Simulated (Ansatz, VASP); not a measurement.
# TiO2: VASP beside Ansatz

File INCAR:

```
  ALGO = Normal
  EDIFF = 1E-7
  ENCUT = 520
  GGA = PS
  ISIF = 2
  ISMEAR = 0
  LASPH = True
  LCHARG = False
  LREAL = False
  LWAVE = False
  NBANDS = 33
  NELM = 60
  PREC = Accurate
  SIGMA = 0.05
```

Contents of KPOINTS:

```
k-points
0
Gamma
  6 6 10
```

POSCAR

```
TiO2
1.0
    4.5912476203      0.0000000000      0.0000000000
    0.0000000000      4.5912476203      0.1434764881
    0.0000000000      0.0918435631      2.9389940195
Ti O
2 4
Direct
    0.0000000000      0.0000000000      0.0000000000
    0.5000000000      0.5000000000      0.5000000000
    0.3044387440      0.3044387440      0.0000000000
    0.1955612560      0.8044387440      0.5000000000
    0.6955612560      0.6955612560      0.0000000000
    0.8044387440      0.1955612560      0.5000000000
```

Input for Ansatz:

```yaml
crystal:
  lattice:
    - [4.5912476203, 0.0, 0.0]
    - [0.0, 4.5912476203, 0.1434764881]
    - [0.0, 0.0918435631, 2.9389940195]
  atoms:
    - { symbol: Ti, position: [0.0, 0.0, 0.0] }
    - { symbol: Ti, position: [0.5, 0.5, 0.5] }
    - { symbol: O, position: [0.304438744, 0.304438744, 0.0] }
    - { symbol: O, position: [0.195561256, 0.804438744, 0.5] }
    - { symbol: O, position: [0.695561256, 0.695561256, 0.0] }
    - { symbol: O, position: [0.804438744, 0.195561256, 0.5] }
basis:
  ecutwfc: 420
kpoints:
  mp_grid: { grid: [6, 6, 10] }
hamiltonian:
  xc: pbesol
scf:
  occupations: { method: gaussian, width: 0.05 }
output:
  forces: true
  stress: true
  eigenvalues: true
  write_density: true
  write_potential: true
  elf: true
  volumetric_format: npy
```

Change from the starting cell: strain +0.0625 x Voigt [0, 0, 0, 1, 0, 0], atoms carried along.

Alike in both runs: task single point; functional PBEsol; k mesh 6 × 6 × 10; occupations gaussian, width 0.05 eV; no spin polarisation.

|  | VASP | Ansatz |
| --- | --- | --- |
| version | VASP 6.6.1 | Ansatz 0.2.0 |
| potentials or method | VASP PAW PBE potentials, release 64 (Ti_sv, O), cutoff 520 eV | scalar-relativistic, plane waves, PAW |
| valence electrons in the cell | 48 | 48 |

```tsv
	VASP	Ansatz	Ansatz less VASP
gap on the k mesh at the Fermi level (eV)	1.81	1.84	+0.027
least direct gap on the mesh (eV)	1.85	1.88	+0.028
pressure (GPa)	1.6	0.9	-0.68
traceless stress, the component that is largest in VASP (GPa)	-9.24	-9.15	+0.098
rms of the force components (eV/Å)	0.176	0.166	-0.0097
```

VASP's potentials were made for PBE, not for PBEsol. Atom by atom the forces differ by 0.014 eV/Å (rms over components).
